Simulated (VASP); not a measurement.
Input of a VASP 6.6.1 run:

Contents of INCAR:

```
PREC = Accurate ; ENCUT = 520
EDIFF = 1E-8 ; ISMEAR = -1
SIGMA = 0.08 ; LREAL = False
LASPH = True ; NELM = 100
ALGO = Normal ; ISIF = 2
LWAVE = False ; LCHARG = False
GGA = PE ; LEFG = True
NBANDS = 11
```

Contents of KPOINTS:

```
Automatic mesh
0
Gamma
  20 20 20
```

Contents of POSCAR:

```
C
1.0
    0.0000000000      1.7655660000      1.7834000000
    1.7655660000      0.0000000000      1.7834000000
    1.7655660000      1.7655660000      0.0000000000
C
2
Direct
    0.5000000000      0.5000000000      0.5000000000
    0.7500000000      0.7500000000      0.7500000000
```

Potentials or basis: VASP PAW PBE potentials, release 64 (C).

The run is started by

```console
$ cat potpaw_PBE.64/C/POTCAR > POTCAR
$ mpirun -np 1 vasp_std > vasp.out
```

(1) Predict the band gap on the k mesh.

(2) What does it give for the pressure?

## Answers

(1) 4.05 eV, indirect (least direct gap 5.55 eV).

(2) 11.7 GPa.

Caveat: the cell differs from its parent crystal (equal xx and yy strain of -1 %); without QUAD_EFG the Cq values of the log hold for a quadrupole moment of 1 mb, not for the nuclei.
